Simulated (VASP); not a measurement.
Write the native input for VASP 6.6.1 that does the following.

```
Task                   : single point
Functional             : PBE
Potentials or basis    : VASP PAW PBE potentials, release 64 (Mg, S)
Cutoff                 : 600 eV
k mesh                 : 4 × 4 × 4
Occupations            : gaussian, width 0.01 eV
Spin                   : no spin polarisation
Dipole correction      : no
Further INCAR settings : ALGO = Normal; EDIFF = 1e-06; NBANDS = 11
```

The structure of MgS lies in POSCAR:

```
MgS
1.0
    0.0000000000      2.5800000000      2.5800000000
    2.5800000000      0.0000000000      2.5800000000
    2.5800000000      2.5800000000      0.0000000000
Mg S
1 1
Direct
    0.0000000000      0.0000000000      0.0000000000
    0.5000000000      0.5000000000      0.5000000000
```

One way to write it, as run:

INCAR

```
SYSTEM = MgS
PREC = Accurate
ENCUT = 600
EDIFF = 1E-6
ISMEAR = 0
SIGMA = 0.01
LREAL = .FALSE.
LASPH = .TRUE.
NELM = 120
ALGO = Normal
ISIF = 2
LWAVE = .FALSE.
LCHARG = .TRUE.
GGA = PE
LELF = .TRUE.
LVHAR = .TRUE.
NBANDS = 11
GGA_COMPAT = .FALSE.
```

KPOINTS

```
Automatic mesh
0
G
  4 4 4
  0 0 0
```

Potentials or basis: VASP PAW PBE potentials, release 64 (Mg, S).

Run with:

```console
$ cat potpaw_PBE.64/Mg/POTCAR potpaw_PBE.64/S/POTCAR > POTCAR
$ mpirun -np 1 vasp_std > vasp.out
```

It gave:

The pressure is 3.4 GPa and the band gap on the k mesh is 2.80 eV, indirect (least direct gap 3.90 eV).

Caveat: the k points lie up to 0.53 Å⁻¹ apart.

It took 12 s on 1 thread of Intel Xeon 8259CL, with other jobs on the host, peak memory 0.16 GiB.
